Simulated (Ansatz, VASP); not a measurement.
One calculation of SnSe, two programs

File INCAR:

```
SYSTEM = SnSe
PREC = Accurate
ENCUT = 500
EDIFF = 1E-6
ISMEAR = -1
SIGMA = 0.02
LREAL = .False.
LASPH = .True.
NELM = 120
ALGO = Normal
ISIF = 2
LWAVE = .False.
LCHARG = .False.
GGA = PE
NBANDS = 17
GGA_COMPAT = .False.
```

KPOINTS

```
regular mesh
0
Gamma
  8 8 8
  0 0 0
```

POSCAR

```
SnSe
1.0
    0.0000000000      2.9420708907      2.9420708907
    2.9420708907      0.0000000000      2.9420708907
    2.9420708907      2.9420708907      0.0000000000
Sn Se
1 1
Direct
    0.0000000000      0.0000000000      0.0000000000
    0.5000000000      0.5000000000      0.5000000000
```

Input for Ansatz:

```yaml
crystal:
  lattice:
    - [0.0, 2.9420708907, 2.9420708907]
    - [2.9420708907, 0.0, 2.9420708907]
    - [2.9420708907, 2.9420708907, 0.0]
  atoms:
    - { symbol: Sn, position: [0.0, 0.0, 0.0] }
    - { symbol: Se, position: [0.5, 0.5, 0.5] }
kpoints:
  mp_grid: { grid: [8, 8, 8] }
  band_path:
    path:
      - [0.0, 0.0, 0.0]
      - [0.5, 0.0, 0.5]
      - [0.625, 0.25, 0.625]
      - [0.375, 0.375, 0.75]
      - [0.5, 0.5, 0.5]
      - [0.5, 0.25, 0.75]
      - [0.5, 0.475, 0.525]
      - [-0.062907, -0.061361, 0.495117]
      - [-0.067546, -0.035645, 0.46875]
    npoints: 1
hamiltonian:
  xc: pbe
scf:
  occupations: { method: fermi_dirac, width: 0.02 }
  n_extra_bands: 4
output:
  forces: true
  stress: true
  eigenvalues: true
```

Change from the starting cell: hydrostatic strain -2.0%.

Alike in both runs: task single point; functional PBE; k mesh 8 × 8 × 8; occupations fermi-dirac, width 0.02 eV; no spin polarisation.

|  | VASP | Ansatz |
| --- | --- | --- |
| version | VASP 6.6.1 | Ansatz 0.2.0 |
| potentials or method | VASP PAW PBE potentials, release 64 (Sn_d, Se) | plane waves, PAW |
| plane-wave cutoff (eV) | 500 | 420 |
| valence electrons in the cell | 20 | 30 |

```csv
,VASP,Ansatz,Ansatz less VASP
gap on the k mesh at the Fermi level (eV),0.77,0.77,-0.001
pressure (GPa),5.1,5.1,+0.01
```

VASP's potentials hold 20 valence electrons a cell and Ansatz's 30, so a difference there can come from the potentials and not from the codes.
